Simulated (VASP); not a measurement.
A run of VASP 6.6.1:

File INCAR:

```
PREC = Accurate ; ENCUT = 520
EDIFF = 1E-6 ; ISMEAR = -1
SIGMA = 0.05 ; LREAL = F
LASPH = T ; NELM = 100
ALGO = Normal ; ISIF = 2
LWAVE = F ; LCHARG = F
GGA = PS ; NBANDS = 16
```

The input KPOINTS:

```
regular mesh
0
Gamma
  8 8 7
```

POSCAR

```
NbTe
1.0
    3.7756001657      0.0000000000      0.0000000000
   -1.8878000828      3.2697656581      0.0000000000
    0.0000000000      0.0000000000      3.7666649043
Te Nb
1 1
Direct
    0.6666666667      0.3333333333      0.0000000000
    0.0000000000      0.0000000000      0.5000000000
```

Potentials or basis: VASP PAW PBE potentials, release 64 (Te, Nb_sv).

The run is started by

```console
$ cat potpaw_PBE.64/Te/POTCAR potpaw_PBE.64/Nb_sv/POTCAR > POTCAR
$ mpirun -np 1 vasp_std > vasp.out
```

Hardware: 1 thread of AMD EPYC 7R13, with other jobs on the host.

Problem. How long does it take, and how much memory?

Solution. Wall time 32 s on 1 thread of AMD EPYC 7R13, with other jobs on the host, peak memory 0.15 GiB. Counts: scf iterations 12, k points 40.
